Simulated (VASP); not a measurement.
Wanted: the native input for a VASP 6.6.1 run.

```
Task                   : single point
Functional             : revPBE
Dispersion             : D3(BJ)
Potentials or basis    : VASP PAW PBE potentials, release 64 (Ga_d, N)
Cutoff                 : 520 eV
k mesh                 : 8 × 8 × 6
Occupations            : gaussian, width 0.05 eV
Spin                   : no spin polarisation
Dipole correction      : no
Further INCAR settings : ALGO = Normal; EDIFF = 1e-06; NBANDS = 26
```

The structure of GaN lies in POSCAR:

```
GaN
1.0
    3.2136423417      0.0000000001      0.0000000000
   -1.6068211710      2.7830959066      0.0000000000
    0.0000000000      0.0000000000      5.2377999049
Ga N
2 2
Direct
    0.3333333333      0.6666666667     -0.0007740105
    0.6666666667      0.3333333333      0.4992259895
    0.3333333333      0.6666666667      0.3757740105
    0.6666666667      0.3333333333      0.8757740105
```

This cell differs from its parent crystal: volume scaled by 1.02.

These files were run (other wordings do the same):

INCAR

```
SYSTEM = GaN
ALGO = Normal
EDIFF = 1E-6
ENCUT = 520
GGA = RE
ISIF = 2
ISMEAR = 0
IVDW = 12
LASPH = .TRUE.
LCHARG = .TRUE.
LELF = .TRUE.
LREAL = .FALSE.
LVHAR = .TRUE.
LWAVE = .FALSE.
NBANDS = 26
NELM = 80
PREC = Accurate
SIGMA = 0.05
```

KPOINTS

```
k-points
0
G
  8 8 6
  0 0 0
```

Potentials or basis: VASP PAW PBE potentials, release 64 (Ga_d, N).

Launch:

```sh
$ cat potpaw_PBE.64/Ga_d/POTCAR potpaw_PBE.64/N/POTCAR > POTCAR
$ mpirun -np 1 vasp_std > vasp.out
```

It gave:

```json
{
 "Pressure": "-3.5 GPa",
 "Band gap on the k mesh": "1.78 eV, direct",
 "Dispersion energy per atom": "-0.478 eV"
}
```

Caveat: the PAW data sets were made with another functional, which shifts forces and pressure a little.

Run time: 42 s on 1 thread of Intel(R) Xeon(R) Platinum 8259CL CPU @ 2.50GHz (Skylake/Cascade Lake), with other jobs on the host, peak memory 0.19 GiB.
